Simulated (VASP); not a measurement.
Runs of VASP 6.6.1 on Pb. The structure is that of space group Fm-3m (No. 225), or close to it. The cells are those of the table. 

```csv
task,cell,k mesh,cutoff (eV),gap on the mesh (eV),pressure (GPa)
single point,"a = 3.492 Å, angles 60.0°, 1 atom",14 × 14 × 14,520,none,2.7
relaxation of cell and atoms,"relaxed from a = 3.500 Å, angles 60.0°, 1 atom",14 × 14 × 14,600,none,0.0
single point,"a = 3.680 Å, angles 60.0°, 1 atom",14 × 14 × 14,520,none,-3.1
single point,"a = 3.500 Å, angles 60.0°, 1 atom",6 × 6 × 6,520,none,(c)
single point,"a = 3.635 Å, angles 60.0°, 1 atom",14 × 14 × 14,520,none,-2.1
single point,"a = 3.455 Å, angles 60.0°, 1 atom",14 × 14 × 14,520,none,4.6
single point,"a = 3.417 Å, angles 60.0°, 1 atom",14 × 14 × 14,520,none,6.8
single point,"a = 3.529 Å, angles 60.0°, 1 atom",14 × 14 × 14,520,none,(b)
single point,"a = 3.601 Å, angles 60.0°, 1 atom",14 × 14 × 14,520,none,-1.2
single point,"a = 3.565 Å, angles 60.0°, 1 atom",14 × 14 × 14,520,none,(a)
```

Alike in all rows: level PBE; potentials or basis VASP PAW PBE potentials, release 64 (Pb_d); no spin polarisation; smearing gaussian 0.1 eV.

Task: Estimate the missing entries.

Result: (a) -0.1; (b) 1.2; (c) 3.2.

Caveats: some runs use coarse meshes; spin-orbit coupling is left out, which moves the levels of the heavy elements.

A k mesh can miss the band edges, and the runs leave out spin-orbit coupling on Pb.

A gap of «none» marks levels without a gap at the run's occupations.
